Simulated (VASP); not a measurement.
Wanted: the native input for a VASP 6.6.1 run.

```yaml
Task: relaxation of cell and atoms
Functional: PBE
Potentials_or_basis: VASP PAW PBE potentials, release 64 (Ba_sv)
Cutoff: 500 eV
k_mesh: 6 × 6 × 6
Occupations: fermi-dirac, width 0.02 eV
Spin: no spin polarisation
Dipole_correction: no
Further_INCAR_settings: ALGO = Normal; EDIFF = 1e-07; IBRION = 2; EDIFFG = -0.02; NSW = 50; ISIF = 3
```

The structure of Ba lies in POSCAR:

```
Ba
1.0
   -2.5065000000      2.5065000000      2.5065000000
    2.5065000000     -2.5065000000      2.5065000000
    2.5065000000      2.5065000000     -2.5065000000
Ba
1
Direct
    0.0000000000      0.0000000000      0.0000000000
```

The input as run:

INCAR

```
  ALGO = Normal
  EDIFF = 1E-7
  EDIFFG = -0.02
  ENCUT = 500
  GGA = PE
  GGA_COMPAT = F
  IBRION = 2
  ISIF = 3
  ISMEAR = -1
  LASPH = T
  LCHARG = F
  LREAL = F
  LWAVE = F
  NELM = 120
  NELMIN = 4
  NSW = 50
  PREC = Accurate
  SIGMA = 0.02
```

KPOINTS

```
k-points
0
Gamma
  6 6 6
```

Potentials or basis: VASP PAW PBE potentials, release 64 (Ba_sv).

Run with:

```sh
$ cat potpaw_PBE.64/Ba_sv/POTCAR > POTCAR
$ mpirun -np 1 vasp_std > vasp.out
```

It gave:

```yaml
Relaxed_volume: 64.68 Å³/atom
Relaxed_cell: a = 4.380 Å, b = 4.380 Å, c = 4.380 Å, α = 109.47°, β = 109.47°, γ = 109.47°
Space_group_after_relaxing_to_0.1_Å: Im-3m (No. 229)
Energy_gained_by_relaxing: 1.0 meV/atom
Ionic_steps: 3
Pressure_after_relaxing: 0.0 GPa
Band_gap_on_the_k_mesh: zero (bands 5 and 6 overlap by 0.62 eV)
```

Caveat: spin-orbit coupling is left out, which moves the levels of the heavy elements.

It took 14 s on 1 thread of AMD EPYC 9R45 (Zen 5), with other jobs on the host, peak memory 0.15 GiB.
